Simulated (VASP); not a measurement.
# Be (P6_3/mmc) in VASP: notebook

Aim: see how the results for Be move with the level of theory and the settings. Levels: PBE, PBEsol+D3(BJ), PBEsol. Tasks: single point.

Everything below comes from runs of VASP 6.6.1. Logs are shortened: lines on timing, memory, paths and dates and some standing lists are left out, and cuts for length are marked.

**1. The cell of the first run**

Symmetry: P6_3/mmc, No. 194, hexagonal system. The conventional cell has a = 2.285 Å, b = 2.285 Å, c = 3.584 Å, α = 90.00°, β = 90.00°, γ = 120.00°. Be (site symmetry -6m2) has 12 Be at 2.23 to 2.29 Å within 2.9 Å.

**2. Single point, PBE**

Contents of INCAR:

```
  PREC = Accurate
  ENCUT = 520
  EDIFF = 1E-6
  ISMEAR = -1
  SIGMA = 0.04
  LREAL = F
  LASPH = T
  NELM = 80
  ALGO = Normal
  ISIF = 2
  LWAVE = F
  LCHARG = T
  GGA = PE
  LELF = T
  LVHAR = T
  NBANDS = 9
```

Contents of KPOINTS:

```
Automatic mesh
0
Gamma
  8 8 5
```

Contents of POSCAR:

```
Be
1.0
    2.2853000000      0.0000000000      0.0000000000
   -1.1426500000      1.9791278553      0.0000000000
    0.0000000000      0.0000000000      3.5842000000
Be
2
Direct
    0.6666666667      0.3333333333      0.7500000000
    0.3333333333      0.6666666667      0.2500000000
```

Potentials or basis: VASP PAW PBE potentials, release 64 (Be).

Started as:

```console
cat potpaw_PBE.64/Be/POTCAR > POTCAR
mpirun -np 1 vasp_std > vasp.out
```

OUTCAR:

```text
PREC = Accurate
   ENCUT = 520
   EDIFF = 1E-6
   ISMEAR = -1
   LREAL = F
   LASPH = T
   NELM = 80
   ISIF = 2
   GGA = PE

 ion  position               nearest neighbor table
   1  0.667  0.333  0.750-   2 2.23   2 2.23   2 2.23   2 2.23   2 2.23   2 2.23
   2  0.333  0.667  0.250-   1 2.23   1 2.23   1 2.23   1 2.23   1 2.23   1 2.23

  LATTYP: Found a hexagonal cell.
 ALAT       =     2.2853000000
 C/A-ratio  =     1.5683717674

  Lattice vectors:

 A1 = (   2.2853000000,   0.0000000000,   0.0000000000)
 A2 = (  -1.1426500000,   1.9791278553,   0.0000000000)
 A3 = (   0.0000000000,   0.0000000000,   3.5842000000)

Analysis of symmetry for initial positions (statically):
=====================================================================
 Subroutine PRICEL returns:
 Original cell was already a primitive cell.

 Routine SETGRP: Setting up the symmetry group for a
 hexagonal supercell.

 Subroutine GETGRP returns: Found 24 space group operations
 (whereof 12 operations were pure point group operations)
 out of a pool of 24 trial point group operations.

The static configuration has the point symmetry D_3d.
 The point group associated with its full space group is D_6h.

Analysis of symmetry for dynamics (positions and initial velocities):
=====================================================================
 Subroutine PRICEL returns:
 Original cell was already a primitive cell.

 Routine SETGRP: Setting up the symmetry group for a
 hexagonal supercell.

 Subroutine GETGRP returns: Found 24 space group operations
 (whereof 12 operations were pure point group operations)
 out of a pool of 24 trial point group operations.

The dynamic configuration has the point symmetry D_3d.
 The point group associated with its full space group is D_6h.

 Subroutine INISYM returns: Found 24 space group operations
 (whereof 12 operations are pure point group operations),
 and found     1 'primitive' translations

----------------------------------------------------------------------------------------

                                     Primitive cell

  volume of cell :      16.2110

  direct lattice vectors                    reciprocal lattice vectors
     2.285300000  0.000000000  0.000000000     0.437579311  0.252636533  0.000000000
    -1.142650000  1.979127855  0.000000000     0.000000000  0.505273066  0.000000000
     0.000000000  0.000000000  3.584200000     0.000000000  0.000000000  0.279002288

  length of vectors
     2.285300000  2.285300000  3.584200000     0.505273066  0.505273066  0.279002288

  position of ions in fractional coordinates (direct lattice)
     0.666666667  0.333333333  0.750000000
     0.333333333  0.666666667  0.250000000

  ion indices of the primitive-cell ions
   primitive index   ion index
                 1           1
                 2           2

----------------------------------------------------------------------------------------

 KPOINTS: Automatic mesh

Automatic generation of k-mesh.
 Grid dimensions read from file:
 generate k-points for:    8    8    5

 Generating k-lattice:

  Cartesian coordinates                     Fractional coordinates (reciprocal lattice)
     0.054697414  0.031579567  0.000000000     0.125000000  0.000000000  0.000000000
     0.000000000  0.063159133  0.000000000     0.000000000  0.125000000  0.000000000
     0.000000000  0.000000000  0.055800458     0.000000000  0.000000000  0.200000000

  Length of vectors
     0.063159133  0.063159133  0.055800458

  Shift w.r.t. Gamma in fractional coordinates (k-lattice)
     0.000000000  0.000000000  0.000000000

 Subroutine IBZKPT returns following result:
 ===========================================

 Found     30 irreducible k-points:

 Following reciprocal coordinates:
            Coordinates               Weight
  0.000000  0.000000  0.000000      1.000000
  0.125000 -0.000000  0.000000      6.000000
  0.250000 -0.000000  0.000000      6.000000
  0.375000  0.000000  0.000000      6.000000
  0.500000 -0.000000  0.000000      3.000000
  0.125000  0.125000  0.000000      6.000000
[... 16 lines left out ...]
  0.250000 -0.000000  0.400000     12.000000
  0.375000  0.000000  0.400000     12.000000
 [... further k-points ...]
   k-points           NKPTS =     30   k-points in BZ     NKDIM =     30   number of bands    NBANDS=      9
   number of dos      NEDOS =    301   number of ions     NIONS =      2
   total plane-waves  NPLWV =   9072
   dimension x,y,z NGX =    18 NGY =   18 NGZ =   28
   dimension x,y,z NGXF=    36 NGYF=   36 NGZF=   56
   ions per type =               2
   NGX,Y,Z   is equivalent  to a cutoff of  13.09, 13.09, 12.99 a.u.
   NGXF,Y,Z  is equivalent  to a cutoff of  26.19, 26.19, 25.97 a.u.
 SYSTEM =  unknown system
   PREC   = accura    normal or accurate (medium, high low for compatibility)
   ISTART =      0    job   : 0-new  1-cont  2-samecut
   ICHARG =      2    charge: 1-file 2-atom 10-const
   ISPIN  =      1    spin polarized calculation?
   LNONCOLLINEAR =      F non collinear calculations
   LSORBIT =      F    spin-orbit coupling
   LASPH  =      T    aspherical Exc in radial PAW
   ENCUT  =  520.0 eV  38.22 Ry    6.18 a.u.   4.25  4.25  6.66*2*pi/ulx,y,z
   NELM   =     80;   NELMIN=  2; NELMDL= -5     # of ELM steps
   EDIFF  = 0.1E-05   stopping-criterion for ELM
   LREAL  =      F    real-space projection
   EDIFFG = 0.1E-04   stopping-criterion for IOM
   NSW    =      0    number of steps for IOM
   IBRION =     -1    ionic relax: 0-MD 1-quasi-New 2-CG
   NFREE  =      0    steps in history (QN), initial steepest desc. (CG)
   ISIF   =      2    stress and relaxation
   ISYM   =      2    0-nonsym 1-usesym 2-fastsym
   POTIM  = 0.5000    time-step for ionic-motion
   TEBEG  =    0.0;   TEEND  =   0.0 temperature during run
   PSTRESS=    0.0 pullay stress
   NELECT =       4.0000    total number of electrons
   NUPDOWN=      -1.0000    fix difference up-down
   EMIN   =  10.00;   EMAX   =-10.00  energy-range for DOS
   EFERMI =   0.00;   METHOD = LEGACY
   ISMEAR =    -1;   SIGMA  =   0.04  broadening in eV -4-tet -1-fermi 0-gaus
   EFERMI_NEDOS =   21; number of points for ismear=-14 and -15
   IALGO  =     38    algorithm
   IMIX   =      4    mixing-type and parameters
     AMIX     =   0.40;   BMIX     =  1.00
     AMIX_MAG =   1.60;   BMIX_MAG =  1.00
  volume/ion in A,a.u.               =       8.11        54.70
  Fermi-wavevector in a.u.,A,eV,Ry     =   1.026814  1.940397 14.345258  1.054347
  Thomas-Fermi vector in A             =   2.160726
   LORBIT       =      0    0 simple, 1 ext, 2 COOP (PROOUT), +10 PAW based schemes
   GGA     = PE    functional components
   LHFCALC =     F    Hartree Fock is set to
   AEXX    =    0.0000 exact exchange contribution
   IVDW    =     0    specifies the selected vdW correction
   LEPSILON=     F    determine dielectric tensor
   LRPA    =     F    only Hartree local field effects (RPA)
 non-spin polarized calculation
  energy-cutoff  :      520.00
  volume of cell :       16.21
 maximum number of plane-waves:       451
 NGX is ok and might be reduce to    18
   NGX =  9   NGY =  9   NGZ = 13

 number of electron       4.0000000 magnetization

 Free energy of the ion-electron system (eV)
  ---------------------------------------------------
  ext. energy  EPLUGINS =         0.00000000
  ---------------------------------------------------
  free energy    TOTEN  =        -7.51546609 eV

  energy without entropy =       -7.51238604  energy(sigma->0) =       -7.51392607

 E-fermi :   7.5083     XC(G=0): -10.5242

 val. band max:        6.4990427686   @ k =   0.2500   0.1250   0.0000
 cond. band min:       7.5240164406   @ k =   0.3750   0.2500   0.4000
 fundamental gap:      1.0249736720
 Fermi energy:         7.5083168612

 k-point     1 :       0.0000    0.0000    0.0000
  band No.  band energies     occupation
      1      -4.3920      2.00000
      2       2.5076      2.00000
      3       7.9164      0.00007
      4      22.4288      0.00000
      5      22.4288      0.00000
      6      25.2478      0.00000
      7      25.2478      0.00000
      8      27.4086      0.00000
      9      33.4654      0.00000

 k-point     2 :       0.1250   -0.0000    0.0000
  band No.  band energies     occupation
      1      -3.9476      2.00000
      2       3.0841      2.00000
      3       8.0456      0.00000
      4      19.4211      0.00000
      5      20.5055      0.00000
      6      25.1565      0.00000
      7      25.8363      0.00000
      8      26.4152      0.00000
      9      29.3582      0.00000

 k-point     3 :       0.2500   -0.0000    0.0000
  band No.  band energies     occupation
      1      -2.6138      2.00000
      2       4.8023      2.00000
      3       8.1350      0.00000
      4      14.7105      0.00000
      5      18.1027      0.00000
      6      22.4405      0.00000
      7      23.0190      0.00000
      8      24.9845      0.00000
      9      26.2352      0.00000

 k-point     4 :       0.3750    0.0000    0.0000
  band No.  band energies     occupation
      1      -0.4166      2.00000
      2       6.3943      2.00000
      3       7.5975      0.19443
      4      12.8336      0.00000
      5      16.5336      0.00000
      6      17.0421      0.00000
      7      18.9541      0.00000
      8      23.8866      0.00000
      9      25.9849      0.00000
[... 205 lines left out ...]
 k-point    22 :       0.1250   -0.0000    0.4000
  band No.  band energies     occupation
      1      -2.5619      2.00000
      2      -0.8440      2.00000
      3      15.0018      0.00000
      4      19.6827      0.00000
      5      21.5249      0.00000
      6      21.9559      0.00000
      7      22.7221      0.00000
      8      23.5453      0.00000
      9      29.2058      0.00000

 k-point    23 :       0.2500   -0.0000    0.4000
  band No.  band energies     occupation
      1      -1.2276      2.00000
      2       0.5033      2.00000
      3      14.1565      0.00000
      4      15.9336      0.00000
      5      18.6257      0.00000
      6      19.7100      0.00000
      7      21.5896      0.00000
      8      21.6072      0.00000
      9      27.8949      0.00000

 k-point    24 :       0.3750    0.0000    0.4000
  band No.  band energies     occupation
      1       0.9039      2.00000
      2       2.5174      2.00000
      3      10.0851      0.00000
      4      11.7312      0.00000
      5      18.1896      0.00000
      6      19.0194      0.00000
      7      20.1528      0.00000
      8      22.3670      0.00000
      9      26.1768      0.00000

 [... further k-points ...]
[... 5 lines left out ...]
  --------------------------------------------------------------------------------------
  -------------------------------------------------------------------------------------
  Total       -0.3874923     -0.3874923     -0.0572665      0.0000000     -0.0000000      0.0000000
  in kB      -38.2969599    -38.2969599     -5.6598096      0.0000000     -0.0000000      0.0000000
  external PRESSURE =     -27.4179098 kB  Pullay stress =       0.0000000 kB

 VOLUME and BASIS-vectors are now :
 -----------------------------------------------------------------------------
  energy-cutoff  :      520.00
  volume of cell :       16.21
      direct lattice vectors                 reciprocal lattice vectors
     2.285300000  0.000000000  0.000000000     0.437579311  0.252636533  0.000000000
    -1.142650000  1.979127855  0.000000000     0.000000000  0.505273066  0.000000000
     0.000000000  0.000000000  3.584200000     0.000000000  0.000000000  0.279002288

 POSITION                                       TOTAL-FORCE (eV/Angst)
 -----------------------------------------------------------------------------------
      1.14265      0.65971      2.68815         0.000000     -0.000000      0.000000
     -0.00000      1.31942      0.89605         0.000000      0.000000      0.000000
 -----------------------------------------------------------------------------------
    total drift:                                0.000000     -0.000000      0.000000

  FREE ENERGIE OF THE ION-ELECTRON SYSTEM (eV)
  ---------------------------------------------------
  free  energy   TOTEN  =        -7.5154660891 eV

  energy  without entropy=       -7.5123860422  energy(sigma->0) =       -7.51392607
```

Wall time 6 s (1 thread of Intel Xeon Platinum 8259CL at 2.50GHz (Skylake/Cascade Lake), shared host); peak memory 0.12 GiB.

What came out:

```yaml
Free_energy: -7.5155 eV
Pressure: -2.7 GPa
Band_gap_on_the_k_mesh: zero (band 2 reaches 7.61 eV, above the bottom of band 3 at 7.52 eV)
```

Caveat: the k points lie up to 0.40 Å⁻¹ apart.

**3. Single point, PBE**

Contents of INCAR:

```
SYSTEM = Be
PREC = Accurate ; ENCUT = 520
EDIFF = 1E-6 ; ISMEAR = -1
SIGMA = 0.04 ; LREAL = .FALSE.
LASPH = .TRUE. ; NELM = 80
ALGO = Fast ; ISIF = 2
LWAVE = .FALSE. ; LCHARG = .FALSE.
GGA = PE ; NBANDS = 9
```

Contents of KPOINTS:

```
regular mesh
0
G
  6 6 4
  0 0 0
```

POSCAR is that of step 2.

Potentials or basis: VASP PAW PBE potentials, release 64 (Be).

Started as:

```console
cat potpaw_PBE.64/Be/POTCAR > POTCAR
mpirun -np 1 vasp_std > vasp.out
```

OUTCAR:

```text
SYSTEM = Be
   PREC = Accurate
   ENCUT = 520
   EDIFF = 1E-6
   ISMEAR = -1
   LREAL = .FALSE.
   LASPH = .TRUE.
   NELM = 80
   ISIF = 2
   GGA = PE

 ion  position               nearest neighbor table
   1  0.667  0.333  0.750-   2 2.23   2 2.23   2 2.23   2 2.23   2 2.23   2 2.23
   2  0.333  0.667  0.250-   1 2.23   1 2.23   1 2.23   1 2.23   1 2.23   1 2.23

  LATTYP: Found a hexagonal cell.
 ALAT       =     2.2853000000
 C/A-ratio  =     1.5683717674

  Lattice vectors:

 A1 = (   2.2853000000,   0.0000000000,   0.0000000000)
 A2 = (  -1.1426500000,   1.9791278553,   0.0000000000)
 A3 = (   0.0000000000,   0.0000000000,   3.5842000000)

Analysis of symmetry for initial positions (statically):
=====================================================================
 Subroutine PRICEL returns:
 Original cell was already a primitive cell.

 Routine SETGRP: Setting up the symmetry group for a
 hexagonal supercell.

 Subroutine GETGRP returns: Found 24 space group operations
 (whereof 12 operations were pure point group operations)
 out of a pool of 24 trial point group operations.

[... 165 lines left out ...]
 fundamental gap:      0.5591202793
 Fermi energy:         6.2907839586

 k-point     1 :       0.0000    0.0000    0.0000
  band No.  band energies     occupation
      1      -4.3909      2.00000
      2       2.5067      2.00000
      3       7.9221      0.00000
      4      22.4298      0.00000
      5      22.4298      0.00000
      6      25.2483      0.00000
      7      25.2483      0.00000
      8      27.4142      0.00000
      9      33.4680      0.00000
[... 229 lines left out ...]
 k-point    21 :       0.3333    0.3333    0.5000
  band No.  band energies     occupation
      1       5.7040      2.00000
      2       5.7040      2.00000
      3       7.1892      0.00000
      4       7.1892      0.00000
      5      12.8960      0.00000
      6      12.8960      0.00000
      7      22.8572      0.00000
      8      22.8572      0.00000
      9      30.7361      0.00000

------------------------ aborting loop because EDIFF is reached ----------------------------------------

  FORCE on cell =-STRESS in cart. coord.  units (eV):
  Direction    XX          YY          ZZ          XY          YZ          ZX
  --------------------------------------------------------------------------------------
  -------------------------------------------------------------------------------------
  Total        0.1475004      0.1475004     -1.0091691      0.0000000     -0.0000000      0.0000000
  in kB       14.5778857     14.5778857    -99.7390501      0.0000000     -0.0000000      0.0000000
  external PRESSURE =     -23.5277596 kB  Pullay stress =       0.0000000 kB

 VOLUME and BASIS-vectors are now :
 -----------------------------------------------------------------------------
  energy-cutoff  :      520.00
  volume of cell :       16.21
      direct lattice vectors                 reciprocal lattice vectors
     2.285300000  0.000000000  0.000000000     0.437579311  0.252636533  0.000000000
    -1.142650000  1.979127855  0.000000000     0.000000000  0.505273066  0.000000000
     0.000000000  0.000000000  3.584200000     0.000000000  0.000000000  0.279002288

 POSITION                                       TOTAL-FORCE (eV/Angst)
 -----------------------------------------------------------------------------------
      1.14265      0.65971      2.68815         0.000000     -0.000000      0.000000
     -0.00000      1.31942      0.89605        -0.000000      0.000000      0.000000
 -----------------------------------------------------------------------------------
    total drift:                                0.000000     -0.000000      0.000000

  FREE ENERGIE OF THE ION-ELECTRON SYSTEM (eV)
  ---------------------------------------------------
  free  energy   TOTEN  =        -7.4725439561 eV

  energy  without entropy=       -7.4724743499  energy(sigma->0) =       -7.47250915
```

OSZICAR:

```text
N       E                     dE             d eps       ncg     rms          rms(c)
DAV:   1    -0.266813015950E+01   -0.26681E+01   -0.17317E+03   378   0.367E+02
DAV:   2    -0.746193844737E+01   -0.47938E+01   -0.46883E+01   592   0.546E+01
DAV:   3    -0.753352558286E+01   -0.71587E-01   -0.71285E-01   428   0.427E+00
DAV:   4    -0.753367824656E+01   -0.15266E-03   -0.15265E-03   481   0.198E-01
DAV:   5    -0.753367829326E+01   -0.46700E-07   -0.46804E-07   412   0.304E-03    0.120E+00
RMM:   6    -0.749028442296E+01    0.43394E-01   -0.46546E-03   385   0.710E-01    0.741E-01
RMM:   7    -0.747254748156E+01    0.17737E-01   -0.60559E-03   404   0.715E-01    0.246E-02
RMM:   8    -0.747254349920E+01    0.39824E-05   -0.33331E-04   407   0.175E-01    0.102E-02
RMM:   9    -0.747254749641E+01   -0.39972E-05   -0.12977E-05   425   0.227E-02    0.302E-03
RMM:  10    -0.747254463057E+01    0.28658E-05   -0.79504E-07   381   0.581E-03    0.155E-03
RMM:  11    -0.747254395610E+01    0.67447E-06   -0.32628E-08   339   0.143E-03
   1 F= -.74725440E+01 E0= -.74725092E+01  d E =-.696062E-04
```

It took 2.8 s on 1 thread of Intel Xeon Platinum 8488C (Sapphire Rapids), shared host; peak memory 0.11 GiB.

Results:

```
Free energy            : -7.4725 eV
Pressure               : -2.4 GPa
Band gap on the k mesh : zero (band 2 reaches 6.56 eV, above the bottom of band 3 at 5.75 eV)
```

Levels at points of the mesh, in eV from the Fermi level:
```csv
k point,band 1,band 2,band 3,band 4,band 5,band 6
"(0.00, 0.00, 0.00)",-10.68,-3.78,1.63,16.14,16.14,18.96
"(0.50, 0.00, 0.00)",-4.40,-2.59,4.11,6.95,7.17,9.71
"(0.00, 0.00, 0.50)",-8.53,-8.53,11.16,11.16,17.77,17.77
"(0.50, 0.00, 0.50)",-3.02,-3.02,2.02,2.02,12.29,12.29
```

Caveat: the k points lie up to 0.53 Å⁻¹ apart.

**4. Single point, PBEsol+D3(BJ)**

This run uses another cell than the first one, of 7.49 Å³/atom, 0.924 times its volume.

Contents of INCAR:

```
SYSTEM = Be
PREC = Accurate ; ENCUT = 520
EDIFF = 1E-7 ; ISMEAR = -1
SIGMA = 0.05 ; LREAL = .FALSE.
LASPH = .TRUE. ; NELM = 100
ALGO = Fast ; ISIF = 2
LWAVE = .FALSE. ; LCHARG = .FALSE.
GGA = PS ; IVDW = 12
NBANDS = 9
```

Contents of KPOINTS:

```
regular mesh
0
G
  13 13 8
  0 0 0
```

Contents of POSCAR:

```
Be
1.0
    2.2249814127      0.0000000000      0.0000000000
   -1.1124907064      1.9268904264      0.0000000000
    0.0000000000      0.0000000000      3.4948994320
Be
2
Direct
    0.6666666667      0.3333333333      0.7500000000
    0.3333333333      0.6666666667      0.2500000000
```

Started as:

```console
cat potpaw_PBE.64/Be/POTCAR > POTCAR
mpirun -np 1 vasp_std > vasp.out
```

It took 6.6 s on 1 thread of Intel Xeon 6975P-C, shared host; peak memory 0.14 GiB.

It converged, with:

| Property | Result |
| --- | --- |
| Free energy | -8.5506 eV |
| Pressure | 0.4 GPa |
| Band gap on the k mesh | zero (band 2 reaches 8.57 eV, above the bottom of band 3 at 6.92 eV) |
| Dispersion energy per atom | -0.286 eV |

Stress tensor (GPa, compression positive):
```
0.39 0.00 0.00
0.00 0.39 0.00
0.00 0.00 0.46
```

Levels at points of the mesh, in eV from the Fermi level:
```tsv
k point	band 1	band 2	band 3	band 4	band 5
(0.00, 0.00, 0.00)	-11.45	-4.44	1.55	16.82	16.82
(0.00, 0.00, 0.50)	-9.24	-9.24	11.43	11.43	18.56
```

Caveat: the PAW data sets were made with another functional, which shifts forces and pressure a little; pairwise dispersion overbinds metals, which lowers pressure and volume.

[end of part 1 of 2]
